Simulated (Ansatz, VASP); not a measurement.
One calculation of GaO, two programs

```
Ga O
1.0
     2.88109    0.00000    0.00000
    -1.44054    2.49510    0.00000
     0.00000    0.00000    7.65260
Ga O
2 2
Direct
  0.33333 0.66667 0.25000
  0.66667 0.33333 0.75000
  0.33333 0.66667 0.75000
  0.66667 0.33333 0.25000
```

Change from the starting cell: species swapped into the BN type (P6_3/mmc, No. 194).

Alike in both runs: task single point; functional PBE; k mesh 6 × 6 × 2; occupations gaussian, width 0.1 eV; collinear spin.

|  | VASP | Ansatz |
| --- | --- | --- |
| version | VASP 6.6.1 | Ansatz 0.2.0 |
| potentials or method | VASP PAW PBE potentials, release 64 (Ga_d, O), cutoff 520 eV | scalar-relativistic, plane waves, PAW |
| valence electrons in the cell | 38 | 38 |

```csv
,VASP,Ansatz,Ansatz less VASP
gap on the k mesh at the Fermi level (eV),none,none,-
net moment per atom (μB),0.04,0.04,-0.002
```

A gap of «none» marks a metal or a gap that the smearing closes. With one functional, cell and mesh, what is left measures potentials, basis and numerics. Ansatz's warnings: seeded moment not kept.

The k mesh is coarse, so the values compare programs but aren't converged.
